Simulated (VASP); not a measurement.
Here is a VASP 6.6.1 calculation.

Contents of INCAR:

```
  PREC = Accurate
  ENCUT = 520
  EDIFF = 1E-6
  ISMEAR = -1
  SIGMA = 0.05
  LREAL = F
  LASPH = T
  NELM = 80
  ALGO = Normal
  ISIF = 2
  LWAVE = F
  LCHARG = F
  GGA = RE
  NBANDS = 14
```

The input KPOINTS:

```
regular mesh
0
Gamma
  12 12 12
```

The input POSCAR:

```
Rh
1.0
    0.0000000000      1.8591074964      1.8591074964
    1.8591074964      0.0000000000      1.8591074964
    1.8591074964      1.8591074964      0.0000000000
Rh
1
Direct
    0.0000000000      0.0000000000      0.0000000000
```

Potentials or basis: VASP PAW PBE potentials, release 64 (Rh_pv).

Command:

```bash
$ cat potpaw_PBE.64/Rh_pv/POTCAR > POTCAR
$ mpirun -np 1 vasp_std > vasp.out
```

(1) Predict the pressure.

## Answers

(1) 32.3 GPa.

Caveat: the PAW data sets were made with another functional, which shifts forces and pressure a little.
